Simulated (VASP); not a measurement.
# Na2HgH4 (P-42m) in VASP: density of states with PBE

Aim: the density of states of Na2HgH4 with PBE.

Everything below comes from runs of VASP 6.6.1. Logs are shortened: lines on timing, memory, paths and dates and some standing lists are left out, and cuts for length are marked.

## (1) The cell of the first run

The structure is tetragonal, space group P-42m (No. 111). The conventional cell has a = 5.300 Å, b = 5.300 Å, c = 4.436 Å, α = 90.00°, β = 90.00°, γ = 90.00°. Na (site symmetry 222) has 4 H at 2.27 Å within 3.0 Å. Within 2.4 Å of Hg (site symmetry -42m) lie 4 H at 1.82 Å. H (site symmetry m) has 1 Hg at 1.82 Å and 2 Na at 2.27 Å within 2.4 Å.

## (2) Density of states, PBE

The input, POSCAR:

```
Na2HgH4
1.0
    5.3003298967      0.0000000000      0.0000000000
    0.0000000000      5.3003298967      0.0000000000
    0.0000000000      0.0000000000      4.4358916096
Na Hg H
2 1 4
Direct
    0.0000000000      0.5000000000      0.5000000000
    0.5000000000      0.0000000000      0.5000000000
    0.0000000000      0.0000000000      0.0000000000
    0.7949975539      0.7949975539      0.2196069978
    0.2050024461      0.2050024461      0.2196069978
    0.2050024461      0.7949975539      0.7803930022
    0.7949975539      0.2050024461      0.7803930022
```

The input, INCAR.step1:

```
SYSTEM = Na2HgH4
PREC     = Accurate       ! precision mode
ENCUT    = 520            ! plane-wave cutoff, eV
EDIFF    = 1E-6           ! SCF threshold, eV
ISMEAR   = 0              ! smearing method
SIGMA    = 0.02           ! smearing width, eV
LREAL    = .False.        ! projectors in reciprocal space
LASPH    = .True.         ! aspherical terms in the spheres
NELM     = 100            ! most SCF steps
ALGO     = Normal         ! electronic algorithm
ISIF     = 2              ! what is computed and relaxed
LWAVE    = .False.        ! write WAVECAR
LCHARG   = .True.         ! write CHGCAR
GGA      = PE             ! functional
NBANDS   = 24             ! bands
```

The input, KPOINTS.step1:

```
Automatic mesh
0
Gamma
  4 4 6
  0 0 0
```

The input, INCAR.step2:

```
SYSTEM = Na2HgH4
PREC     = Accurate       ! precision mode
ENCUT    = 520            ! plane-wave cutoff, eV
EDIFF    = 1E-6           ! SCF threshold, eV
ISMEAR   = -5             ! smearing method
SIGMA    = 0.02           ! smearing width, eV
LREAL    = .False.        ! projectors in reciprocal space
LASPH    = .True.         ! aspherical terms in the spheres
NELM     = 100            ! most SCF steps
ALGO     = Normal         ! electronic algorithm
ISIF     = 2              ! what is computed and relaxed
LWAVE    = .False.        ! write WAVECAR
LCHARG   = .False.        ! write CHGCAR
GGA      = PE             ! functional
LORBIT   = 11             ! projections on sites
NBANDS   = 24             ! bands
NEDOS    = 2001           ! points of the DOS
ICHARG   = 11             ! starting density
```

The input, KPOINTS.step2:

```
Automatic mesh
0
Gamma
  6 6 9
  0 0 0
```

Potentials or basis: VASP PAW PBE potentials, release 64 (Na_pv, Hg, H).

Command:

```bash
cat potpaw_PBE.64/Na_pv/POTCAR potpaw_PBE.64/Hg/POTCAR potpaw_PBE.64/H/POTCAR > POTCAR
cp INCAR.step1 INCAR
cp KPOINTS.step1 KPOINTS
mpirun -np 1 vasp_std > vasp.out
cp INCAR.step2 INCAR
cp KPOINTS.step2 KPOINTS
mpirun -np 1 vasp_std > vasp.out
```

OUTCAR:

```text
SYSTEM = Na2HgH4
   PREC = Accurate
   ENCUT = 520
   EDIFF = 1E-6
   ISMEAR = -5
   LREAL = .False.
   LASPH = .True.
   NELM = 100
   ISIF = 2
   GGA = PE
   LORBIT = 11
   ICHARG = 11

 ion  position               nearest neighbor table
   1  0.000  0.500  0.500-
   2  0.500  0.000  0.500-
   3  0.000  0.000  0.000-   4 1.82   6 1.82   7 1.82   5 1.82
   4  0.795  0.795  0.220-   3 1.82
   5  0.205  0.205  0.220-   3 1.82
   6  0.205  0.795  0.780-   3 1.82
   7  0.795  0.205  0.780-   3 1.82

  LATTYP: Found a simple tetragonal cell.
 ALAT       =     5.3003298967
 C/A-ratio  =     0.8369085880

  Lattice vectors:

 A1 = (   5.3003298967,   0.0000000000,   0.0000000000)
 A2 = (   0.0000000000,   5.3003298967,   0.0000000000)
 A3 = (   0.0000000000,   0.0000000000,   4.4358916096)

Analysis of symmetry for initial positions (statically):
=====================================================================
 Subroutine PRICEL returns:
 Original cell was already a primitive cell.

 Routine SETGRP: Setting up the symmetry group for a
 simple tetragonal supercell.

 Subroutine GETGRP returns: Found  8 space group operations
 (whereof  8 operations were pure point group operations)
 out of a pool of 16 trial point group operations.

The static configuration has the point symmetry D_2d.

Analysis of symmetry for dynamics (positions and initial velocities):
=====================================================================
 Subroutine PRICEL returns:
 Original cell was already a primitive cell.

 Routine SETGRP: Setting up the symmetry group for a
 simple tetragonal supercell.

 Subroutine GETGRP returns: Found  8 space group operations
 (whereof  8 operations were pure point group operations)
 out of a pool of 16 trial point group operations.

The dynamic configuration has the point symmetry D_2d.

 Subroutine INISYM returns: Found  8 space group operations
 (whereof  8 operations are pure point group operations),
 and found     1 'primitive' translations

----------------------------------------------------------------------------------------

                                     Primitive cell

  volume of cell :     124.6197

  direct lattice vectors                    reciprocal lattice vectors
     5.300329897  0.000000000  0.000000000     0.188667502  0.000000000  0.000000000
     0.000000000  5.300329897  0.000000000     0.000000000  0.188667502  0.000000000
     0.000000000  0.000000000  4.435891610     0.000000000  0.000000000  0.225433822

  length of vectors
     5.300329897  5.300329897  4.435891610     0.188667502  0.188667502  0.225433822

  position of ions in fractional coordinates (direct lattice)
     0.000000000  0.500000000  0.500000000
     0.500000000  0.000000000  0.500000000
     0.000000000  0.000000000  0.000000000
     0.794997554  0.794997554  0.219606998
     0.205002446  0.205002446  0.219606998
     0.205002446  0.794997554  0.780393002
     0.794997554  0.205002446  0.780393002

  ion indices of the primitive-cell ions
   primitive index   ion index
                 1           1
                 2           2
                 3           3
                 4           4
                 5           5
                 6           6
                 7           7

----------------------------------------------------------------------------------------

 KPOINTS: Automatic mesh

Automatic generation of k-mesh.
 Grid dimensions read from file:
 generate k-points for:    6    6    9

 Generating k-lattice:

  Cartesian coordinates                     Fractional coordinates (reciprocal lattice)
     0.031444584  0.000000000  0.000000000     0.166666667  0.000000000  0.000000000
     0.000000000  0.031444584  0.000000000     0.000000000  0.166666667  0.000000000
     0.000000000  0.000000000  0.025048202     0.000000000  0.000000000  0.111111111

  Length of vectors
     0.031444584  0.031444584  0.025048202

  Shift w.r.t. Gamma in fractional coordinates (k-lattice)
     0.000000000  0.000000000  0.000000000

 TETIRR: Found    489 inequivalent tetrahedra from     1944

 Subroutine IBZKPT returns following result:
 ===========================================

 Found     50 irreducible k-points:

 Following reciprocal coordinates:
            Coordinates               Weight
  0.000000  0.000000  0.000000      1.000000
  0.166667  0.000000  0.000000      4.000000
  0.333333  0.000000  0.000000      4.000000
  0.500000  0.000000  0.000000      2.000000
  0.166667  0.166667  0.000000      4.000000
  0.333333  0.166667  0.000000      8.000000
[... 16 lines left out ...]
  0.333333  0.000000  0.222222      8.000000
  0.500000  0.000000  0.222222      4.000000
 [... further k-points ...]
   k-points           NKPTS =     50   k-points in BZ     NKDIM =     50   number of bands    NBANDS=     24
   number of dos      NEDOS =   2001   number of ions     NIONS =      7
   total plane-waves  NPLWV =  57600
   dimension x,y,z NGX =    40 NGY =   40 NGZ =   36
   dimension x,y,z NGXF=    80 NGYF=   80 NGZF=   72
   ions per type =               2   1   4
   NGX,Y,Z   is equivalent  to a cutoff of  12.55, 12.55, 13.49 a.u.
   NGXF,Y,Z  is equivalent  to a cutoff of  25.09, 25.09, 26.98 a.u.
 SYSTEM =  Na2HgH4
   PREC   = accura    normal or accurate (medium, high low for compatibility)
   ISTART =      0    job   : 0-new  1-cont  2-samecut
   ICHARG =     11    charge: 1-file 2-atom 10-const
   ISPIN  =      1    spin polarized calculation?
   LNONCOLLINEAR =      F non collinear calculations
   LSORBIT =      F    spin-orbit coupling
   LASPH  =      T    aspherical Exc in radial PAW
   ENCUT  =  520.0 eV  38.22 Ry    6.18 a.u.   9.86  9.86  8.25*2*pi/ulx,y,z
   NELM   =    100;   NELMIN=  2; NELMDL=  0     # of ELM steps
   EDIFF  = 0.1E-05   stopping-criterion for ELM
   LREAL  =      F    real-space projection
   EDIFFG = 0.1E-04   stopping-criterion for IOM
   NSW    =      0    number of steps for IOM
   IBRION =     -1    ionic relax: 0-MD 1-quasi-New 2-CG
   NFREE  =      0    steps in history (QN), initial steepest desc. (CG)
   ISIF   =      2    stress and relaxation
   ISYM   =      2    0-nonsym 1-usesym 2-fastsym
   POTIM  = 0.5000    time-step for ionic-motion
   TEBEG  =    0.0;   TEEND  =   0.0 temperature during run
   PSTRESS=    0.0 pullay stress
   NELECT =      30.0000    total number of electrons
   NUPDOWN=      -1.0000    fix difference up-down
   EMIN   =  10.00;   EMAX   =-10.00  energy-range for DOS
   EFERMI =   0.00;   METHOD = LEGACY
   ISMEAR =    -5;   SIGMA  =   0.02  broadening in eV -4-tet -1-fermi 0-gaus
   EFERMI_NEDOS =   21; number of points for ismear=-14 and -15
   IALGO  =     38    algorithm
   IMIX   =      4    mixing-type and parameters
     AMIX     =   0.40;   BMIX     =  1.00
     AMIX_MAG =   1.60;   BMIX_MAG =  1.00
  volume/ion in A,a.u.               =      17.80       120.14
  Fermi-wavevector in a.u.,A,eV,Ry     =   1.018403  1.924503 14.111210  1.037145
  Thomas-Fermi vector in A             =   2.151859
   LORBIT       =     11    0 simple, 1 ext, 2 COOP (PROOUT), +10 PAW based schemes
   GGA     = PE    functional components
   LHFCALC =     F    Hartree Fock is set to
   AEXX    =    0.0000 exact exchange contribution
   IVDW    =     0    specifies the selected vdW correction
   LEPSILON=     F    determine dielectric tensor
   LRPA    =     F    only Hartree local field effects (RPA)
 non-spin polarized calculation
 Fermi weights with tetrahedron method with Bloechl corrections
  energy-cutoff  :      520.00
  volume of cell :      124.62
 maximum number of plane-waves:      3376
 NGX is ok and might be reduce to    40

 number of electron      29.9999992 magnetization

 Free energy of the ion-electron system (eV)
  ---------------------------------------------------
  ext. energy  EPLUGINS =         0.00000000
  ---------------------------------------------------
  free energy    TOTEN  =       -16.23537280 eV

  energy without entropy =      -16.23537280  energy(sigma->0) =      -16.23537280

 E-fermi :  -1.3904     XC(G=0):  -7.0702

 val. band max:       -1.3906371873   @ k =   0.1667   0.0000   0.0000
 cond. band min:       1.1925349456   @ k =   0.0000   0.0000   0.0000
 fundamental gap:      2.5831721329
 Fermi energy:        -1.3904414333

 k-point     1 :       0.0000    0.0000    0.0000
  band No.  band energies     occupation
      1     -24.4229      2.00000
      2     -24.4229      2.00000
      3     -24.3748      2.00000
      4     -24.3699      2.00000
      5     -24.3543      2.00000
      6     -24.3543      2.00000
[... 16 lines left out ...]
     23       7.2335      0.00000
     24       7.2335      0.00000

 k-point     2 :       0.1667    0.0000    0.0000
  band No.  band energies     occupation
      1     -24.4227      2.00000
      2     -24.4226      2.00000
      3     -24.3745      2.00000
      4     -24.3702      2.00000
      5     -24.3548      2.00000
      6     -24.3546      2.00000
[... 16 lines left out ...]
     23       7.3984      0.00000
     24       7.9440      0.00000

 k-point     3 :       0.3333    0.0000    0.0000
  band No.  band energies     occupation
      1     -24.4222      2.00000
      2     -24.4220      2.00000
      3     -24.3736      2.00000
      4     -24.3711      2.00000
      5     -24.3557      2.00000
      6     -24.3552      2.00000
[... 16 lines left out ...]
     23       7.3128      0.00000
     24       8.2934      0.00000

 k-point     4 :       0.5000    0.0000    0.0000
  band No.  band energies     occupation
      1     -24.4219      2.00000
      2     -24.4216      2.00000
      3     -24.3725      2.00000
      4     -24.3723      2.00000
      5     -24.3562      2.00000
      6     -24.3555      2.00000
[... 16 lines left out ...]
     23       6.8017      0.00000
     24       9.1437      0.00000

 k-point     5 :       0.1667    0.1667    0.0000
  band No.  band energies     occupation
      1     -24.4250      2.00000
      2     -24.4198      2.00000
      3     -24.3742      2.00000
      4     -24.3705      2.00000
      5     -24.3580      2.00000
      6     -24.3520      2.00000
[... 451 lines left out ...]
 k-point    22 :       0.1667    0.0000    0.2222
  band No.  band energies     occupation
      1     -24.4226      2.00000
      2     -24.4225      2.00000
      3     -24.3758      2.00000
      4     -24.3713      2.00000
      5     -24.3547      2.00000
      6     -24.3545      2.00000
[... 16 lines left out ...]
     23       6.9177      0.00000
     24       7.6759      0.00000

 k-point    23 :       0.3333    0.0000    0.2222
  band No.  band energies     occupation
      1     -24.4221      2.00000
      2     -24.4219      2.00000
      3     -24.3748      2.00000
      4     -24.3722      2.00000
      5     -24.3555      2.00000
      6     -24.3551      2.00000
[... 16 lines left out ...]
     23       7.5304      0.00000
     24       7.9617      0.00000

 k-point    24 :       0.5000    0.0000    0.2222
  band No.  band energies     occupation
      1     -24.4218      2.00000
      2     -24.4215      2.00000
      3     -24.3736      2.00000
      4     -24.3735      2.00000
      5     -24.3560      2.00000
      6     -24.3554      2.00000
[... 16 lines left out ...]
     23       8.0448      0.00000
     24       8.3080      0.00000

 [... further k-points ...]
[... 5 lines left out ...]
  --------------------------------------------------------------------------------------
  -------------------------------------------------------------------------------------
  Total        0.0341358      0.0341358      0.0162040      0.0000000     -0.0000000      0.0000000
  in kB        0.4388674      0.4388674      0.2083273      0.0000000     -0.0000000      0.0000000
  external PRESSURE =       0.3620207 kB  Pullay stress =       0.0000000 kB

 VOLUME and BASIS-vectors are now :
 -----------------------------------------------------------------------------
  energy-cutoff  :      520.00
  volume of cell :      124.62
      direct lattice vectors                 reciprocal lattice vectors
     5.300329897  0.000000000  0.000000000     0.188667502  0.000000000  0.000000000
     0.000000000  5.300329897  0.000000000     0.000000000  0.188667502  0.000000000
     0.000000000  0.000000000  4.435891610     0.000000000  0.000000000  0.225433822

 POSITION                                       TOTAL-FORCE (eV/Angst)
 -----------------------------------------------------------------------------------
      0.00000      2.65016      2.21795        -0.000000     -0.000000     -0.000000
      2.65016      0.00000      2.21795         0.000000     -0.000000     -0.000000
      0.00000      0.00000      0.00000         0.000000     -0.000000     -0.000000
      4.21375      4.21375      0.97415        -0.019532     -0.019532      0.015498
      1.08658      1.08658      0.97415         0.019532      0.019532      0.015498
      1.08658      4.21375      3.46174         0.019532     -0.019532     -0.015498
      4.21375      1.08658      3.46174        -0.019532      0.019532     -0.015498
 -----------------------------------------------------------------------------------
    total drift:                                0.000000      0.000000     -0.000000

  FREE ENERGIE OF THE ION-ELECTRON SYSTEM (eV)
  ---------------------------------------------------
  free  energy   TOTEN  =       -16.2353728015 eV

  energy  without entropy=      -16.2353728015  energy(sigma->0) =      -16.23537280

 total charge

# of ion       s       p       d       tot
------------------------------------------
    1        0.056   5.978   0.000   6.033
    2        0.056   5.978   0.000   6.033
    3        0.729   0.633   9.285  10.647
    4        0.516   0.008   0.000   0.524
    5        0.516   0.008   0.000   0.524
    6        0.516   0.008   0.000   0.524
    7        0.516   0.008   0.000   0.524
--------------------------------------------------
tot          2.902  12.621   9.285  24.808
```

Wall time 2.2 min (1 thread of Intel Xeon Platinum 8259CL at 2.50GHz (Skylake/Cascade Lake), shared host); peak memory 0.3 GiB.

What came out:

```yaml
Valence_electrons_inside_the_program's_atomic_spheres: Na 6.03; Hg 10.65; H 0.52
```

Levels at points of the mesh, in eV from the valence-band top:
```tsv
k point	band 11	band 12	band 13	band 14	band 15	band 16	band 17	band 18	band 19	band 20
(0.00, 0.00, 0.00)	-5.65	-5.65	-1.10	-1.10	0.00	2.58	5.07	6.51	7.43	8.12
(0.50, 0.00, 0.00)	-5.65	-5.57	-2.22	-0.88	-0.01	4.27	5.18	5.75	6.63	6.74
(0.50, 0.50, 0.00)	-5.59	-5.46	-1.84	-1.84	-0.34	3.62	5.46	6.12	6.12	7.64
```

Caveat: spin-orbit coupling is left out, which moves the levels of the heavy elements.
